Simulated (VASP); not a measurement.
# Ni (Fm-3m) in VASP: a series of runs

The runs below take Ni through single point, with r2SCAN.

All numbers are computed with VASP 6.6.1; they aren't measurements. Logs are shortened: lines on timing, memory, paths and dates and some standing lists are left out, and cuts for length are marked.

**1. The cell of the first run**

The structure is cubic, space group Fm-3m (No. 225). Conventional cell: a = 3.478 Å, b = 3.478 Å, c = 3.478 Å, α = 90.00°, β = 90.00°, γ = 90.00°. Within 3.2 Å of Ni (site symmetry m-3m) lie 12 Ni at 2.46 Å.

**2. Single point, r2SCAN, collinear spin, ferromagnetic start**

The input, POSCAR:

```
Ni
1.0
    1.7392196771      1.7392196771      0.0000000000
   -1.7392196771      1.7392196771      0.0000000000
    0.0000000000      0.0000000000      3.4784393542
Ni
2
Direct
    0.0000000000      0.0000000000      0.0000000000
    0.5000000000      0.5000000000      0.5000000000
```

The input, INCAR.step1:

```
SYSTEM = Ni
PREC = Accurate
ENCUT = 520
ISMEAR = -1
SIGMA = 0.08
LREAL = .FALSE.
LASPH = .TRUE.
NELM = 150
ISPIN = 2
MAGMOM = 1 1
LMAXMIX = 4
NBANDS = 21
GGA = PE
ALGO = Normal
EDIFF = 1E-4
LWAVE = .TRUE.
LCHARG = .FALSE.
```

The input, INCAR.step2:

```
SYSTEM = Ni
PREC = Accurate
ENCUT = 520
EDIFF = 1E-6
ISMEAR = -1
SIGMA = 0.08
LREAL = .FALSE.
LASPH = .TRUE.
NELM = 150
ALGO = Normal
ISIF = 2
LWAVE = .FALSE.
LCHARG = .FALSE.
ISPIN = 2
MAGMOM = 1 1
LORBIT = 11
LMAXMIX = 4
METAGGA = R2SCAN
LMIXTAU = .TRUE.
NBANDS = 21
ISTART = 1
```

The input, KPOINTS:

```
regular mesh
0
G
  13 13 10
  0 0 0
```

Potentials or basis: VASP PAW PBE potentials, release 64 (Ni).

Launch:

```bash
cat potpaw_PBE.64/Ni/POTCAR > POTCAR
cp INCAR.step1 INCAR
mpirun -np 1 vasp_std > vasp.out
cp INCAR.step2 INCAR
mpirun -np 1 vasp_std > vasp.out
```

OUTCAR:

```text
SYSTEM = Ni
   PREC = Accurate
   ENCUT = 520
   EDIFF = 1E-6
   ISMEAR = -1
   LREAL = .FALSE.
   LASPH = .TRUE.
   NELM = 150
   ISIF = 2
   ISPIN = 2
   LORBIT = 11
   METAGGA = R2SCAN
   ISTART = 1

 ion  position               nearest neighbor table
   1  0.000  0.000  0.000-   2 2.46   2 2.46   2 2.46   2 2.46   2 2.46   2 2.46   2 2.46   2 2.46

   2  0.500  0.500  0.500-   1 2.46   1 2.46   1 2.46   1 2.46   1 2.46   1 2.46   1 2.46   1 2.46

  LATTYP: Found a simple tetragonal cell.
 ALAT       =     2.4596280553
 C/A-ratio  =     1.4142135624

  Lattice vectors:

 A1 = (   1.7392196771,   1.7392196771,   0.0000000000)
 A2 = (  -1.7392196771,   1.7392196771,   0.0000000000)
 A3 = (   0.0000000000,   0.0000000000,   3.4784393542)

Analysis of symmetry for initial positions (statically):
=====================================================================
 Subroutine PRICEL returns following result:

  LATTYP: Found a face centered cubic cell.
 ALAT       =     3.4784393542

  Lattice vectors:

 A1 = (   0.0000000000,  -1.7392196771,  -1.7392196771)
 A2 = (   1.7392196771,   0.0000000000,  -1.7392196771)
 A3 = (   1.7392196771,  -1.7392196771,  -0.0000000000)

   2 primitive cells build up your supercell.

 Routine SETGRP: Setting up the symmetry group for a
 simple tetragonal supercell.

 Subroutine GETGRP returns: Found 16 space group operations
 (whereof 16 operations were pure point group operations)
 out of a pool of 16 trial point group operations.

The static configuration has the point symmetry D_4h.

Analysis of symmetry for dynamics (positions and initial velocities):
=====================================================================
 Subroutine PRICEL returns following result:

  LATTYP: Found a face centered cubic cell.
 ALAT       =     3.4784393542

  Lattice vectors:

 A1 = (   0.0000000000,  -1.7392196771,  -1.7392196771)
 A2 = (   1.7392196771,   0.0000000000,  -1.7392196771)
 A3 = (   1.7392196771,  -1.7392196771,  -0.0000000000)

   2 primitive cells build up your supercell.

 Routine SETGRP: Setting up the symmetry group for a
 simple tetragonal supercell.

 Subroutine GETGRP returns: Found 16 space group operations
 (whereof 16 operations were pure point group operations)
 out of a pool of 16 trial point group operations.

The dynamic configuration has the point symmetry D_4h.

Analysis of structural, dynamic, and magnetic symmetry:
=====================================================================
 Subroutine PRICEL returns following result:

  LATTYP: Found a face centered cubic cell.
 ALAT       =     3.4784393542

  Lattice vectors:

 A1 = (   0.0000000000,  -1.7392196771,  -1.7392196771)
 A2 = (   1.7392196771,   0.0000000000,  -1.7392196771)
 A3 = (   1.7392196771,  -1.7392196771,  -0.0000000000)

   2 primitive cells build up your supercell.

 Routine SETGRP: Setting up the symmetry group for a
 simple tetragonal supercell.

 Subroutine GETGRP returns: Found 16 space group operations
 (whereof 16 operations were pure point group operations)
 out of a pool of 16 trial point group operations.

The overall configuration has the point symmetry D_4h.

 Subroutine INISYM returns: Found 16 space group operations
 (whereof 16 operations are pure point group operations),
 and found     2 'primitive' translations

----------------------------------------------------------------------------------------

                                     Primitive cell

  volume of cell :      10.5219

  direct lattice vectors                    reciprocal lattice vectors
     0.000000000 -1.739219677 -1.739219677    -0.287485248 -0.287485248 -0.287485248
     1.739219677  0.000000000 -1.739219677     0.287485248  0.287485248 -0.287485248
     1.739219677 -1.739219677 -0.000000000     0.287485248 -0.287485248  0.287485248

  length of vectors
     2.459628055  2.459628055  2.459628055     0.497939056  0.497939056  0.497939056

  position of ions in fractional coordinates (direct lattice)
     0.000000000  0.000000000  0.000000000

  ion indices of the primitive-cell ions
   primitive index   ion index
                 1           1

----------------------------------------------------------------------------------------

 KPOINTS: regular mesh

Automatic generation of k-mesh.
 Grid dimensions read from file:
 generate k-points for:   13   13   10

 Generating k-lattice:

  Cartesian coordinates                     Fractional coordinates (reciprocal lattice)
     0.022114250  0.022114250  0.000000000     0.076923077  0.000000000  0.000000000
    -0.022114250  0.022114250  0.000000000     0.000000000  0.076923077  0.000000000
     0.000000000  0.000000000  0.028748525     0.000000000  0.000000000  0.100000000

  Length of vectors
     0.031274272  0.031274272  0.028748525

  Shift w.r.t. Gamma in fractional coordinates (k-lattice)
     0.000000000  0.000000000  0.000000000

 Subroutine IBZKPT returns following result:
 ===========================================

 Found    168 irreducible k-points:

 Following reciprocal coordinates:
            Coordinates               Weight
  0.000000  0.000000  0.000000      1.000000
  0.076923  0.000000  0.000000      4.000000
  0.153846  0.000000  0.000000      4.000000
  0.230769  0.000000  0.000000      4.000000
  0.307692  0.000000  0.000000      4.000000
  0.384615  0.000000  0.000000      4.000000
[... 16 lines left out ...]
  0.307692  0.307692  0.000000      4.000000
  0.384615  0.307692  0.000000      8.000000
 [... further k-points ...]
   k-points           NKPTS =    168   k-points in BZ     NKDIM =    168   number of bands    NBANDS=     21
   number of dos      NEDOS =    301   number of ions     NIONS =      2
   total plane-waves  NPLWV =   9072
   dimension x,y,z NGX =    18 NGY =   18 NGZ =   28
   dimension x,y,z NGXF=    36 NGYF=   36 NGZF=   56
   ions per type =               2
   NGX,Y,Z   is equivalent  to a cutoff of  12.17, 12.17, 13.38 a.u.
   NGXF,Y,Z  is equivalent  to a cutoff of  24.33, 24.33, 26.76 a.u.
 SYSTEM =  Ni
   PREC   = accura    normal or accurate (medium, high low for compatibility)
   ISTART =      1    job   : 0-new  1-cont  2-samecut
   ICHARG =      0    charge: 1-file 2-atom 10-const
   ISPIN  =      2    spin polarized calculation?
   LNONCOLLINEAR =      F non collinear calculations
   LSORBIT =      F    spin-orbit coupling
   LASPH  =      T    aspherical Exc in radial PAW
   ENCUT  =  520.0 eV  38.22 Ry    6.18 a.u.   4.57  4.57  6.47*2*pi/ulx,y,z
   NELM   =    150;   NELMIN=  2; NELMDL=  0     # of ELM steps
   EDIFF  = 0.1E-05   stopping-criterion for ELM
   LREAL  =      F    real-space projection
   EDIFFG = 0.1E-04   stopping-criterion for IOM
   NSW    =      0    number of steps for IOM
   IBRION =     -1    ionic relax: 0-MD 1-quasi-New 2-CG
   NFREE  =      0    steps in history (QN), initial steepest desc. (CG)
   ISIF   =      2    stress and relaxation
   ISYM   =      2    0-nonsym 1-usesym 2-fastsym
   POTIM  = 0.5000    time-step for ionic-motion
   TEBEG  =    0.0;   TEEND  =   0.0 temperature during run
   PSTRESS=    0.0 pullay stress
   NELECT =      20.0000    total number of electrons
   NUPDOWN=      -1.0000    fix difference up-down
   EMIN   =  10.00;   EMAX   =-10.00  energy-range for DOS
   EFERMI =   0.00;   METHOD = LEGACY
   ISMEAR =    -1;   SIGMA  =   0.08  broadening in eV -4-tet -1-fermi 0-gaus
   EFERMI_NEDOS =   21; number of points for ismear=-14 and -15
   IALGO  =     38    algorithm
   IMIX   =      4    mixing-type and parameters
     AMIX     =   0.40;   BMIX     =  1.00
     AMIX_MAG =   1.60;   BMIX_MAG =  1.00
  volume/ion in A,a.u.               =      10.52        71.01
  Fermi-wavevector in a.u.,A,eV,Ry     =   1.609572  3.041650 35.248910  2.590722
  Thomas-Fermi vector in A             =   2.705260
   LORBIT       =     11    0 simple, 1 ext, 2 COOP (PROOUT), +10 PAW based schemes
   METAGGA = R2SCAN    functional components
   LHFCALC =     F    Hartree Fock is set to
   AEXX    =    0.0000 exact exchange contribution
   IVDW    =     0    specifies the selected vdW correction
   LEPSILON=     F    determine dielectric tensor
   LRPA    =     F    only Hartree local field effects (RPA)
 spin polarized calculation
  energy-cutoff  :      520.00
  volume of cell :       21.04
 maximum number of plane-waves:       592
   NGX =  9   NGY =  9   NGZ = 13

 number of electron      20.0000026 magnetization       1.3961426

 Free energy of the ion-electron system (eV)
  ---------------------------------------------------
  ext. energy  EPLUGINS =         0.00000000
  ---------------------------------------------------
  free energy    TOTEN  =       -23.91355576 eV

  energy without entropy =      -23.85970421  energy(sigma->0) =      -23.88662999

 E-fermi :   9.7899     XC(G=0): -14.6130

 val. band max:        9.7884096132   @ k =   0.3846   0.2308   0.4000
 cond. band min:       9.7915201064   @ k =   0.2308   0.1538   0.3000
 fundamental gap:      0.0031104932
 Fermi energy:         9.7899031847

 spin component 1

 k-point     1 :       0.0000    0.0000    0.0000
  band No.  band energies     occupation
      1       0.1511      1.00000
      2       4.5460      1.00000
      3       4.9334      1.00000
      4       6.7988      1.00000
      5       6.8013      1.00000
      6       6.8013      1.00000
[... 550 lines left out ...]
      5       7.2007      1.00000
      6       7.9367      1.00000
[... 13 lines left out ...]
     20      35.6911      0.00000
     21      36.2427      0.00000

 [... further k-points ...]

 spin component 2

 k-point     1 :       0.0000    0.0000    0.0000
  band No.  band energies     occupation
      1      -0.0987      1.00000
      2       4.9454      1.00000
      3       5.9270      1.00000
      4       8.0799      1.00000
      5       8.0799      1.00000
      6       8.0828      1.00000
[... 550 lines left out ...]
      5       8.1986      1.00000
      6       8.6371      1.00000
[... 13 lines left out ...]
     20      36.0559      0.00000
     21      36.3492      0.00000

 [... further k-points ...]
[... 5 lines left out ...]
  --------------------------------------------------------------------------------------
  -------------------------------------------------------------------------------------
  Total        0.0374351      0.0374351      0.0673264      0.0000000      0.0000000     -0.0000000
  in kB        2.8501415      2.8501415      5.1259309      0.0000000      0.0000000     -0.0000000
  external PRESSURE =       3.6087380 kB  Pullay stress =       0.0000000 kB

 VOLUME and BASIS-vectors are now :
 -----------------------------------------------------------------------------
  energy-cutoff  :      520.00
  volume of cell :       21.04
      direct lattice vectors                 reciprocal lattice vectors
     1.739219677  1.739219677  0.000000000     0.287485248  0.287485248  0.000000000
    -1.739219677  1.739219677  0.000000000    -0.287485248  0.287485248  0.000000000
     0.000000000  0.000000000  3.478439354     0.000000000  0.000000000  0.287485248

 POSITION                                       TOTAL-FORCE (eV/Angst)
 -----------------------------------------------------------------------------------
      0.00000      0.00000      0.00000         0.000000     -0.000000      0.000000
      0.00000      1.73922      1.73922        -0.000000      0.000000      0.000000
 -----------------------------------------------------------------------------------
    total drift:                                0.000000     -0.000000     -0.000000

  FREE ENERGIE OF THE ION-ELECTRON SYSTEM (eV)
  ---------------------------------------------------
  free  energy   TOTEN  =       -23.9135557647 eV

  energy  without entropy=      -23.8597042076  energy(sigma->0) =      -23.88662999

 total charge

# of ion       s       p       d       tot
------------------------------------------
    1        0.528   0.548   8.332   9.408
    2        0.528   0.548   8.332   9.408
--------------------------------------------------
tot          1.055   1.097  16.663  18.815

 magnetization (x)

# of ion       s       p       d       tot
------------------------------------------
    1       -0.011  -0.043   0.770   0.717
    2       -0.011  -0.043   0.770   0.717
--------------------------------------------------
tot         -0.021  -0.086   1.540   1.433
```

It took 3.4 min on 1 thread of AMD EPYC 9R45 (Zen 5), shared host; peak memory 0.18 GiB.

Results:

```
Free energy                                           : -23.9136 eV
Pressure                                              : 0.4 GPa
Net moment                                            : 1.40 μB per cell
Site moments                                          : Ni +0.72 μB
Valence electrons inside the program's atomic spheres : Ni 9.41
```

Stress tensor (GPa, compression positive):
```
0.29 0.00 0.00
0.00 0.29 0.00
0.00 0.00 0.51
```

Caveat: the PAW data sets were made with another functional, which shifts forces and pressure a little.

(Part 1 of 2 ends here.)
